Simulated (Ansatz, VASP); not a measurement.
**One calculation of Se, two programs**

Contents of INCAR:

```
PREC = Accurate
ENCUT = 520
EDIFF = 1E-6
ISMEAR = -1
SIGMA = 0.1
LREAL = F
LASPH = T
NELM = 100
ALGO = Normal
ISIF = 2
LWAVE = F
LCHARG = F
GGA = PE
NBANDS = 13
```

KPOINTS

```
regular mesh
0
Gamma
  11 11 11
```

The input POSCAR:

```
Se
1.0
    0.0000000000      2.9387735323      2.9387735323
    2.9387735323      0.0000000000      2.9387735323
    2.9387735323      2.9387735323      0.0000000000
Se
2
Direct
   -0.1250000000     -0.1250000000     -0.1250000000
    0.1250000000      0.1250000000      0.1250000000
```

Input for Ansatz:

```yaml
crystal:
  lattice:
    - [0.0, 2.9387735323, 2.9387735323]
    - [2.9387735323, 0.0, 2.9387735323]
    - [2.9387735323, 2.9387735323, 0.0]
  atoms:
    - { symbol: Se, position: [-0.125, -0.125, -0.125] }
    - { symbol: Se, position: [0.125, 0.125, 0.125] }
kpoints:
  mp_grid: { grid: [11, 11, 11] }
scf:
  occupations: { method: fermi_dirac, width: 0.1 }
hamiltonian:
  xc: pbe
  pseudopotentials: { kind: all_electron, lapw: { basis_error: 0.001 } }
output:
  forces: true
  stress: true
  eigenvalues: true
  populations: true
```

Change from the starting cell: volume scaled by 0.8, LAPW.

Alike in both runs: task single point; functional PBE; k mesh 11 × 11 × 11; occupations fermi-dirac, width 0.1 eV; no spin polarisation.

|  | VASP | Ansatz |
| --- | --- | --- |
| version | VASP 6.6.1 | Ansatz 0.2.0 |
| potentials or method | VASP PAW PBE potentials, release 64 (Se), cutoff 520 eV | all-electron LAPW, scalar-relativistic |

|  | VASP | Ansatz | Ansatz less VASP |
| --- | --- | --- | --- |
| pressure (GPa) | 13.7 | 13.6 | -0.10 |

Ansatz ran all-electron here, and VASP with PAW potentials.
